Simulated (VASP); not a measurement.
Here is a VASP 6.6.1 calculation.

Contents of INCAR:

```
PREC = Accurate
ENCUT = 600
EDIFF = 1E-7
ISMEAR = 1
SIGMA = 0.15
LREAL = F
LASPH = T
NELM = 60
ALGO = Normal
ISIF = 3
LWAVE = F
LCHARG = F
GGA = PS
IVDW = 12
IBRION = 2
NSW = 60
EDIFFG = -0.01
```

File KPOINTS:

```
regular mesh
0
Gamma
  8 8 8
```

POSCAR

```
As
1.0
    2.7036817400      0.0000000000      0.0000000000
    0.0000000000      2.7036817400      0.0000000000
    0.0000000000      0.0000000000      2.7036817400
As
1
Direct
    0.5000000000      0.5000000000      0.5000000000
```

Potentials or basis: VASP PAW PBE potentials, release 64 (As).

Run with:

```console
$ cat potpaw_PBE.64/As/POTCAR > POTCAR
$ mpirun -np 1 vasp_std > vasp.out
```

Question: What does it give for the relaxed cell?

Answer: a = 2.670 Å, b = 2.670 Å, c = 2.670 Å, α = 90.00°, β = 90.00°, γ = 90.00°.

Question: Estimate the dispersion energy per atom.

Answer: -0.416 eV.

Question: Estimate the relaxed volume.

Answer: 19.02 Å³/atom.

Final structure:
```
CELL_PARAMETERS angstrom
2.66956 0.00000 0.00000
0.00000 2.66956 0.00000
0.00000 0.00000 2.66956
ATOMIC_POSITIONS crystal
As 0.50000 0.50000 0.50000
```

Caveat: the PAW data sets were made with another functional, which shifts forces and pressure a little; pairwise dispersion overbinds metals, which lowers pressure and volume.
